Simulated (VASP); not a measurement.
GdN: single point with PBE

Crystal: GdN.

```
CELL_PARAMETERS angstrom
0.00000 2.49280 2.49280
4.98560 2.49280 2.49280
4.98560 4.98560 0.00000
ATOMIC_POSITIONS crystal
Gd 0.50000 0.50000 0.00000
Gd 0.50000 0.50000 0.50000
N 0.00000 0.00000 0.00000
N 0.00000 0.00000 0.50000
```

```
Program             : VASP 6.6.1
Task                : single point
Functional          : PBE
Potentials or basis : VASP PAW PBE potentials, release 64 (Gd, N)
Cutoff              : 520 eV
k mesh              : 12 × 12 × 6
Occupations         : gaussian, width 0.05 eV
Spin                : collinear spin, antiferromagnetic start
Starting moments    : [7.0, -7.0, 0.0, 0.0] μB
```

```yaml
Pressure: 0.0 GPa
Band_gap_on_the_k_mesh: zero (filled and empty bands overlap)
Net_moment: 0.00 μB per cell
Site_moments: Gd +6.77, -6.77; N +0.03, -0.03 μB
Valence_electrons_inside_the_program's_atomic_spheres: Gd 15.23; N 3.63
```

Stress tensor (GPa, compression positive):
```
 0.22  0.00  0.00
 0.00 -0.04  0.00
 0.00  0.00 -0.04
```

Levels at points of the mesh, in eV from the Fermi level:
Spin up:
```
           k point  band 19  band 20  band 21  band 22  band 23  band 24  band 25  band 26  band 27  band 28
(0.00, 0.00, 0.00)    -0.59    -0.59    -0.22    -0.03     0.02     0.02     2.06     2.26     2.41     2.41
(0.50, 0.00, 0.00)    -3.05    -2.47    -2.43    -2.35    -2.30     2.07     2.09     2.20     2.21     2.26
(0.50, 0.50, 0.00)    -1.16    -0.45    -0.39    -0.39    -0.34    -0.01    -0.01     2.20     2.20     2.28
(0.00, 0.00, 0.50)    -2.69    -2.24    -1.95    -1.40    -1.27     1.84     2.09     2.09     2.31     2.33
(0.50, 0.00, 0.50)    -1.82    -1.37    -1.37    -1.29    -1.29     1.84     1.84     2.20     2.20     2.28
(0.00, 0.50, 0.50)    -2.24    -0.89    -0.89    -0.19    -0.19     0.68     1.57     2.21     2.21     2.24
```
Spin down:
```
           k point  band 21  band 22  band 23  band 24  band 25  band 26
(0.00, 0.00, 0.00)    -0.22    -0.03     0.02     0.02     2.06     2.26
(0.50, 0.00, 0.00)    -2.43    -2.35    -2.30     2.07     2.09     2.20
(0.50, 0.50, 0.00)    -0.39    -0.39    -0.34    -0.01    -0.01     2.20
(0.00, 0.00, 0.50)    -1.95    -1.40    -1.27     1.84     2.09     2.09
(0.50, 0.00, 0.50)    -1.37    -1.29    -1.29     1.84     1.84     2.20
(0.00, 0.50, 0.50)    -0.89    -0.19    -0.19     0.68     1.57     2.21
```

It took 94 min on 1 thread of Intel(R) Xeon(R) Platinum 8488C (Sapphire Rapids), on a shared host, peak memory 0.52 GiB.

Caveat: the antiferromagnetic order is the one typed at the start, and another may lie lower; spin-orbit coupling is left out, which moves the levels of the heavy elements; semilocal functionals describe open f shells poorly, which spoils levels, moments and volumes. With open d or f shells a metallic result of PBE can be an artefact of self-interaction; +U or a hybrid may open a gap.
